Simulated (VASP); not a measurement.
Input of a VASP 6.6.1 run:

INCAR

```
SYSTEM = CaO
ALGO = Normal
EDIFF = 1E-7
ENCUT = 520
ISIF = 2
ISMEAR = 0
LASPH = .TRUE.
LCHARG = .FALSE.
LREAL = .FALSE.
LWAVE = .FALSE.
NBANDS = 15
NELM = 80
PREC = Accurate
SIGMA = 0.05
```

The input KPOINTS:

```
k-points
0
G
  8 8 8
  0 0 0
```

The input POSCAR:

```
CaO
1.0
    0.0000000000      2.4490000000      2.4490000000
    2.4490000000      0.0000000000      2.4490000000
    2.4490000000      2.4490000000      0.0000000000
Ca O
1 1
Direct
    0.0510412413     -0.0510412413     -0.0510412413
    0.5000000000      0.5000000000      0.5000000000
```

Potentials or basis: VASP PAW LDA potentials, release 64 (Ca_sv, O).

Run with:

```sh
$ cat potpaw_LDA.64/Ca_sv/POTCAR potpaw_LDA.64/O/POTCAR > POTCAR
$ mpirun -np 1 vasp_std > vasp.out
```

Problem. Estimate the band gap on the k mesh.

Solution. 3.67 eV, indirect (least direct gap 3.92 eV).

Problem. What does it give for the largest force?

Solution. 0.733 eV/Å.

Problem. Predict the pressure.

Solution. -8.8 GPa.

Forces in eV/Å, atoms in the order of the input:
```
Ca   0.733  0.000  0.000
O   -0.733  0.000  0.000
```

Caveat: the cell differs from its parent crystal (all Ca atoms moved -0.250 Å, as atom 1 along Cartesian [1 0 0]). A k mesh can miss the band edges.
